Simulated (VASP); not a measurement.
**K: single point with r2SCAN**

Crystal: K.

```xyz
1
Lattice="3.6125 0.0000 0.0000 0.0000 3.6125 0.0000 0.0000 0.0000 5.4823" Properties=species:S:1:pos:R:3 pbc="T T T"
K     0.0000    0.0000    0.0000
```

| Item | Value |
| --- | --- |
| Program | VASP 6.6.1 |
| Task | single point |
| Functional | r2SCAN |
| Potentials or basis | VASP PAW PBE potentials, release 64 (K_sv) |
| Cutoff | 520 eV |
| k mesh | 12 × 12 × 12 |
| Occupations | gaussian, width 0.15 eV |
| Spin | no spin polarisation |

- Pressure: 1.3 GPa
- Band gap on the k mesh: zero (an odd number of electrons rules out a gap without spin polarisation)

Stress tensor (GPa, compression positive):
```
 2.74  0.00  0.00
 0.00  2.74  0.00
 0.00  0.00 -1.48
```

Levels at points of the mesh, in eV from the Fermi level:
| k point | band 1 | band 2 | band 3 | band 4 | band 5 | band 6 | band 7 | band 8 | band 9 |
| --- | --- | --- | --- | --- | --- | --- | --- | --- | --- |
| (0.00, 0.00, 0.00) | -34.22 | -16.87 | -16.77 | -16.77 | -2.40 | 1.81 | 3.20 | 3.30 | 6.67 |
| (0.50, 0.00, 0.00) | -34.18 | -17.16 | -16.82 | -16.73 | 0.70 | 0.97 | 2.84 | 3.69 | 5.63 |
| (0.50, 0.50, 0.00) | -34.15 | -17.10 | -17.10 | -16.78 | 0.86 | 4.19 | 4.19 | 4.22 | 4.24 |
| (0.00, 0.00, 0.50) | -34.22 | -16.88 | -16.77 | -16.77 | -1.28 | -0.62 | 3.26 | 4.74 | 6.43 |
| (0.50, 0.00, 0.50) | -34.18 | -17.16 | -16.83 | -16.73 | 1.13 | 1.76 | 2.05 | 2.73 | 5.53 |
| (0.50, 0.50, 0.50) | -34.15 | -17.09 | -17.09 | -16.79 | 1.10 | 3.20 | 3.20 | 5.35 | 5.59 |

Run time: 6.2 min on 1 thread of AMD EPYC 9R45 96-Core Processor (Zen 5), with other jobs on the host, peak memory 0.24 GiB.

Caveat: the PAW data sets were made with another functional, which shifts forces and pressure a little.
